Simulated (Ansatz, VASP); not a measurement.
Two plane-wave programs on KTi

The input INCAR:

```
SYSTEM = KTi
PREC     = Accurate       ! precision mode
ENCUT    = 520            ! plane-wave cutoff, eV
EDIFF    = 1E-6           ! SCF threshold, eV
ISMEAR   = 0              ! smearing method
SIGMA    = 0.1            ! smearing width, eV
LREAL    = .FALSE.        ! projectors in reciprocal space
LASPH    = .TRUE.         ! aspherical terms in the spheres
NELM     = 100            ! most SCF steps
ALGO     = Normal         ! electronic algorithm
ISIF     = 2              ! what is computed and relaxed
LWAVE    = .FALSE.        ! write WAVECAR
LCHARG   = .FALSE.        ! write CHGCAR
GGA      = PE             ! functional
NBANDS   = 29             ! bands
```

The input KPOINTS:

```
Automatic mesh
0
G
  4 4 4
  0 0 0
```

File POSCAR:

```
KTi
1.0
    4.3862675369      0.0000000000      0.0000000000
    0.0000000000      4.3862675369      0.0000000000
    0.0000000000      0.0000000000      5.5424304474
K Ti
2 2
Direct
    0.0000000000      0.5000000000      0.2351000000
    0.5000000000      0.0000000000      0.7649000000
    0.0000000000      0.0000000000      0.0000000000
    0.5000000000      0.5000000000      0.0000000000
```

Input for Ansatz:

```yaml
crystal:
  lattice:
    - [4.3862675369, 0.0, 0.0]
    - [0.0, 4.3862675369, 0.0]
    - [0.0, 0.0, 5.5424304474]
  atoms:
    - { symbol: K, position: [0.0, 0.5, 0.2351] }
    - { symbol: K, position: [0.5, 0.0, 0.7649] }
    - { symbol: Ti, position: [0.0, 0.0, 0.0] }
    - { symbol: Ti, position: [0.5, 0.5, 0.0] }
basis:
  ecutwfc: 420
kpoints:
  mp_grid: { grid: [4, 4, 4] }
hamiltonian:
  xc: pbe
scf:
  occupations: { method: gaussian, width: 0.1 }
  lower_state_search: "off"
output:
  forces: true
  stress: true
  eigenvalues: true
```

Alike in both runs: task single point; functional PBE; k mesh 4 × 4 × 4; occupations gaussian, width 0.1 eV; no spin polarisation.

|  | VASP | Ansatz |
| --- | --- | --- |
| version | VASP 6.6.1 | Ansatz 0.2.0 |
| potentials or method | VASP PAW PBE potentials, release 64 (K_sv, Ti_sv), cutoff 520 eV | scalar-relativistic, plane waves, PAW |
| valence electrons in the cell | 42 | 42 |

VASP gave:

- gap on the k mesh at the Fermi level (eV): none
- pressure (GPa): 8.3
- traceless stress, the component that is largest in VASP (GPa): 1.88
- rms of the force components (eV/Å): 1.462

Question: Estimate Ansatz's values.

Answer: gap on the k mesh at the Fermi level (eV): none; pressure (GPa): 7.9; traceless stress, the component that is largest in VASP (GPa): 1.96; rms of the force components (eV/Å): 1.436.

Atom by atom the forces differ by 0.026 eV/Å (rms over components). A gap of «none» marks a metal or a gap that the smearing closes. The functional is the same, so the differences come from potentials, cutoffs and numerics.
